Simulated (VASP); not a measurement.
Here is a VASP 6.6.1 calculation.

The input INCAR:

```
ALGO     = Normal         # electronic algorithm
EDIFF    = 1E-7           # SCF threshold, eV
ENCUT    = 520            # plane-wave cutoff, eV
GGA      = PE             # functional
ISIF     = 2              # what is computed and relaxed
ISMEAR   = -1             # smearing method
ISPIN    = 2              # spin polarisation
LASPH    = True           # aspherical terms in the spheres
LCHARG   = False          # write CHGCAR
LORBIT   = 11             # projections on sites
LREAL    = False          # projectors in reciprocal space
LWAVE    = False          # write WAVECAR
MAGMOM   = 0.5 0.5 0 0    # initial moments
NBANDS   = 30             # bands
NELM     = 150            # most SCF steps
PREC     = Accurate       # precision mode
SIGMA    = 0.01           # smearing width, eV
```

Contents of KPOINTS:

```
k-points
0
Gamma
  7 7 4
```

POSCAR

```
CdSe
1.0
    4.2122202675      0.0000000000      0.0000000000
   -2.1061101337      3.6478897580      0.0000000000
    0.0000000000      0.0000000000      6.8766944832
Cd Se
2 2
Direct
    0.6666666667      0.3333333333      0.5000000000
    0.3333333333      0.6666666667      0.0000000000
    0.6666666667      0.3333333333      0.8850000000
    0.3333333333      0.6666666667      0.3850000000
```

Potentials or basis: VASP PAW PBE potentials, release 64 (Cd, Se).

Command:

```bash
$ cat potpaw_PBE.64/Cd/POTCAR potpaw_PBE.64/Se/POTCAR > POTCAR
$ mpirun -np 1 vasp_std > vasp.out
```

Q: What does it give for the net moment?

A: 0.00 μB per cell.

Q: Estimate the largest force.

A: 0.362 eV/Å.

Forces on the atoms (eV/Å):
```
Cd   0.000  0.000  0.362
Cd   0.000  0.000  0.362
Se   0.000  0.000 -0.362
Se   0.000  0.000 -0.362
```
